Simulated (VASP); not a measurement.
The system is Lu.

```xyz
1
Lattice="0.0000 2.4523 2.4523 2.4523 0.0000 2.4523 2.4523 2.4523 0.0000" Properties=species:S:1:pos:R:3 pbc="T T T"
Lu    0.0000    0.0000    0.0000
```

- Program: VASP 6.6.1
- Task: relaxation of cell and atoms
- Functional: revPBE
- Potentials or basis: VASP PAW PBE potentials, release 64 (Lu)
- Cutoff: 600 eV
- k mesh: 11 × 11 × 11
- Occupations: fermi-dirac, width 0.1 eV
- Spin: no spin polarisation

At the start: pressure 1.1 GPa; volume 29.50 Å³/atom.

Problem. How do energy, volume and symmetry change on relaxing?

Solution. Over 3 steps the energy falls by 2.6 meV/atom and the volume is 30.29 Å³/atom (+2.7 %); space group Fm-3m (No. 225, to 0.05 Å).

The path:
```tsv
step	energy change (eV)	largest force (eV/Å)	pressure (GPa)	volume (Å³)
1	0.0000	0.0000	1.09	29.50
2	-0.0026	0.0000	-0.09	30.36
3	-0.0026	0.0000	-0.01	30.29
```

Final structure:
```
CELL_PARAMETERS angstrom
0.00000 2.47403 2.47403
2.47403 0.00000 2.47403
2.47403 2.47403 0.00000
ATOMIC_POSITIONS crystal
Lu 0.00000 0.00000 0.00000
```

Caveat: the PAW data sets were made with another functional, which shifts forces and pressure a little.
